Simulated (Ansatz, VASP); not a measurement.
AgI in VASP and in Ansatz

```
Ag I
1.0
     4.65087    0.00000    0.00000
    -2.32544    4.02777    0.00000
     0.00000    0.00000    7.59930
Ag I
2 2
Cartesian
  0.0000 2.6852 0.0000
  2.3254 1.3426 3.7997
  0.0000 2.6852 2.8497
  2.3254 1.3426 6.6493
```

Alike in both runs: task single point; functional r2SCAN; k mesh 6 × 6 × 4; no spin polarisation.

```csv
,VASP,Ansatz
version,VASP 6.6.1,Ansatz 0.2.0
potentials or method,"VASP PAW PBE potentials, release 64 (Ag, I)","plane waves, PAW"
plane-wave cutoff (eV),550,500
occupations,"gaussian, width 0.01 eV",fixed
valence electrons in the cell,36,72
```

```tsv
	VASP	Ansatz	Ansatz less VASP
gap on the k mesh at the Fermi level (eV)	1.83	1.86	+0.032
pressure (GPa)	-0.1	0.0	+0.11
```

VASP's potentials were made for PBE, not for r2SCAN. VASP's potentials hold 36 valence electrons a cell and Ansatz's 72, so a difference there can come from the potentials and not from the codes.

Neither program's run includes spin-orbit coupling.
